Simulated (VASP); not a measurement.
# Mg4H: relaxation of the atoms with PBEsol

System: Mg4H, a slab with vacuum.

```xyz
5
Lattice="3.1882 0.0000 0.0000 0.0000 5.1085 0.0000 0.0000 0.0000 19.1358" Properties=species:S:1:pos:R:3 pbc="T T T"
Mg    0.0000    3.8313    4.0000
Mg    1.5941    1.2771    4.9204
Mg    1.5941    3.8313    6.8432
Mg    0.0000    1.2771    7.6358
H     0.7970    2.5542    8.4736
```

```yaml
Program: VASP 6.6.1
Task: relaxation of the atoms
Functional: PBEsol
Potentials_or_basis: VASP PAW PBE potentials, release 64 (Mg, H)
Cutoff: 520 eV
k_mesh: 8 × 5 × 1
Occupations: gaussian, width 0.1 eV
Spin: no spin polarisation
Dipole_correction: yes
Atoms_held_fixed_from_0: "[0, 1, 2, 3]"
Further_INCAR_settings: ALGO = Normal; EDIFF = 1e-07; IBRION = 2; EDIFFG = -0.025; NSW = 36
Atoms_held_along_some_axes_from_0: atom 4 along a and b
```

```
Energy gained by relaxing : 0.4 meV/atom
Ionic steps               : 4
Band gap on the k mesh    : zero (an odd number of electrons rules out a gap without spin polarisation)
```

The path:
```csv
step,energy change (eV),largest force on free atoms (eV/Å),pressure (GPa)
1,0.0000,0.0967,-0.30
2,-0.0004,0.0855,-0.31
3,-0.0014,0.0511,-0.32
4,-0.0018,0.0177,-0.36
```

Final structure:
```yaml
crystal:
  lattice:
    - [3.18820, 0.00000, 0.00000]
    - [0.00000, 5.10847, 0.00000]
    - [0.00000, 0.00000, 19.13584]
  atoms:
    - { symbol: Mg, position: [0.00000, 0.75000, 0.20903] }
    - { symbol: Mg, position: [0.50000, 0.25000, 0.25713] }
    - { symbol: Mg, position: [0.50000, 0.75000, 0.35761] }
    - { symbol: Mg, position: [0.00000, 0.25000, 0.39903] }
    - { symbol: H, position: [0.25000, 0.50000, 0.44525] }
```

Levels at points of the mesh, in eV from the Fermi level:
| k point | band 2 | band 3 | band 4 | band 5 | band 6 | band 7 | band 8 |
| --- | --- | --- | --- | --- | --- | --- | --- |
| (0.00, 0.00, 0.00) | -4.76 | -2.29 | -0.85 | -0.11 | 0.42 | 1.45 | 2.12 |
| (0.50, 0.00, 0.00) | -2.47 | -1.81 | -0.39 | 0.79 | 2.43 | 2.46 | 2.70 |

Run time: 4 min on 1 thread of AMD EPYC 7R43 64-Core Processor (Zen 3), on a shared host, peak memory 0.37 GiB.

Caveat: the PAW data sets were made with another functional, which shifts forces and pressure a little.
